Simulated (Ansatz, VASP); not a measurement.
Given: the input of a run of VASP 6.6.1 on TiAl3.

Contents of INCAR:

```
SYSTEM = TiAl3
ALGO = Normal ; EDIFF = 1E-7
ENCUT = 520 ; GGA = PS
ISIF = 2 ; ISMEAR = -1
LASPH = .True. ; LCHARG = .False.
LREAL = .False. ; LWAVE = .False.
NBANDS = 18 ; NELM = 100
PREC = Accurate ; SIGMA = 0.05
```

The input KPOINTS:

```
k-points
0
Gamma
  10 10 10
  0 0 0
```

POSCAR

```
TiAl3
1.0
   -1.9111067713      1.9111067713      4.1094420429
    1.9111067713     -1.9111067713      4.1094420429
    1.9111067713      1.9111067713     -4.1094420429
Ti Al
1 3
Direct
    0.0000000000      0.0000000000      0.0000000000
    0.2500000000      0.7500000000      0.5000000000
    0.7500000000      0.2500000000      0.5000000000
    0.5000000000      0.5000000000      0.0000000000
```

Potentials or basis: VASP PAW PBE potentials, release 64 (Ti_sv, Al).

Command:

```bash
$ cat potpaw_PBE.64/Ti_sv/POTCAR potpaw_PBE.64/Al/POTCAR > POTCAR
$ mpirun -np 1 vasp_std > vasp.out
```

Question: Translate it to Ansatz 0.2.0. Potentials there: all-electron LAPW, scalar-relativistic.

Answer: As run (the cutoff follows the program's own potentials):

File input.yaml:

```yaml
crystal:
  lattice:
    - [-1.9111067713, 1.9111067713, 4.1094420429]
    - [1.9111067713, -1.9111067713, 4.1094420429]
    - [1.9111067713, 1.9111067713, -4.1094420429]
  atoms:
    - { symbol: Ti, position: [0.0, 0.0, 0.0] }
    - { symbol: Al, position: [0.25, 0.75, 0.5] }
    - { symbol: Al, position: [0.75, 0.25, 0.5] }
    - { symbol: Al, position: [0.5, 0.5, 0.0] }
kpoints:
  mp_grid: { grid: [10, 10, 10] }
scf:
  occupations: { method: fermi_dirac, width: 0.05 }
hamiltonian:
  xc: pbesol
  pseudopotentials: { kind: all_electron, lapw: { basis_error: 0.002 } }
output:
  forces: true
  stress: true
  eigenvalues: true
```

Potentials or basis: all-electron LAPW, scalar-relativistic.

Command:

```console
$ ansatz run input.yaml --threads 2 --pin off --max-ram 8192MiB --backend cpu --events-out ev --progress --plain --runs-dir out
```

Both were run:

|  | VASP | Ansatz | Ansatz less VASP |
| --- | --- | --- | --- |
| gap on the k mesh at the Fermi level (eV) | none | none | - |
| pressure (GPa) | 4.4 | 4.3 | -0.07 |
| traceless stress, the component that is largest in VASP (GPa) | 5.16 | 5.19 | +0.036 |

VASP's potentials were made for PBE, not for PBEsol. A gap of «none» marks a metal or a gap that the smearing closes. Ansatz ran all-electron here, and VASP with PAW potentials.
